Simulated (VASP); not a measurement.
Crystal: CaO (Lime).

```xyz
2
Lattice="0.0000 2.4870 2.4870 2.4870 0.0000 2.4870 2.4870 2.4870 0.0000" Properties=species:S:1:pos:R:3 pbc="T T T"
Ca    0.0000    0.0000    0.0000
O     2.4870    2.4870    2.4870
```

This cell differs from its parent crystal: strain +3.7%.

Base run:

- Program: VASP 6.6.1
- Functional: HSE06
- Potentials or basis: VASP PAW PBE potentials, release 64 (Ca_sv, O)
- Cutoff: 520 eV
- k mesh: 6 × 6 × 6
- Occupations: gaussian, width 0.01 eV
- Spin: no spin polarisation

Its results: band gap on the k mesh 5.27 eV, indirect (least direct gap 5.37 eV); pressure -9.4 GPa.

The run is repeated on the same cell with these changes: functional from HSE06 to r2SCAN; k mesh from 6 × 6 × 6 to 10 × 10 × 10. What comes out?

Band gap on the k mesh 4.19 eV, indirect (least direct gap 4.58 eV); pressure -9.5 GPa.

Several settings changed at once, so the effect can't be laid on one alone.

Caveats: the PAW data sets were made with another functional, which shifts forces and pressure a little.

A k mesh can miss the band edges.
